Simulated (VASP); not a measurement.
Here is a VASP 6.6.1 calculation.

Contents of INCAR:

```
SYSTEM = CeO2
PREC     = Accurate       ! precision mode
ENCUT    = 600            ! plane-wave cutoff, eV
EDIFF    = 1E-8           ! SCF threshold, eV
ISMEAR   = 0              ! smearing method
SIGMA    = 0.01           ! smearing width, eV
LREAL    = .FALSE.        ! projectors in reciprocal space
LASPH    = .TRUE.         ! aspherical terms in the spheres
NELM     = 200            ! most SCF steps
ALGO     = Normal         ! electronic algorithm
ISIF     = 2              ! what is computed and relaxed
LWAVE    = .FALSE.        ! write WAVECAR
LCHARG   = .FALSE.        ! write CHGCAR
GGA      = PE             ! functional
NBANDS   = 19             ! bands
IBRION   = 8              ! ionic algorithm
NSW      = 1              ! ionic steps
LEPSILON = .TRUE.         ! dielectric tensor by DFPT
GGA_COMPAT= .FALSE.      
LMAXMIX  = 6              ! l up to which the mixer works
```

Contents of KPOINTS:

```
Automatic mesh
0
G
  10 10 10
  0 0 0
```

The input POSCAR:

```
CeO2
1.0
    0.0000000000      2.7036500000      2.7036500000
    2.7036500000      0.0000000000      2.7036500000
    2.7036500000      2.7036500000      0.0000000000
Ce O
1 2
Direct
    0.0000000000      0.0000000000      0.0000000000
    0.2500000000      0.2500000000      0.2500000000
    0.7500000000      0.7500000000      0.7500000000
```

Potentials or basis: VASP PAW PBE potentials, release 64 (Ce, O).

The run is started by

```sh
$ cat potpaw_PBE.64/Ce/POTCAR potpaw_PBE.64/O/POTCAR > POTCAR
$ mpirun -np 1 vasp_std > vasp.out
```

Question: What does it give for the electronic dielectric tensor (diagonal)?

Answer: 7.81.

Question: What does it give for the Born charges (mean of the diagonal)?

Answer: Ce +5.75; O -2.88 e.

Question: What does it give for the highest phonon frequency at Γ, LO-TO splitting left out?

Answer: 437 cm⁻¹.

Phonon frequencies in cm⁻¹ (negative: imaginary):
| q point | frequencies |
| --- | --- |
| (0.000, 0.000, 0.000) | -9 -9 -9 287 287 287 437 437 437 |

Caveat: the cell stands under pressure or tension, which shifts response properties; spin-orbit coupling is left out, which moves the levels of the heavy elements; the run has no spin polarisation, though such a crystal can be magnetic; semilocal functionals describe open f shells poorly, which spoils levels, moments and volumes. Spin polarisation is off, so any magnetic state and its effect on volume and gap are missing.
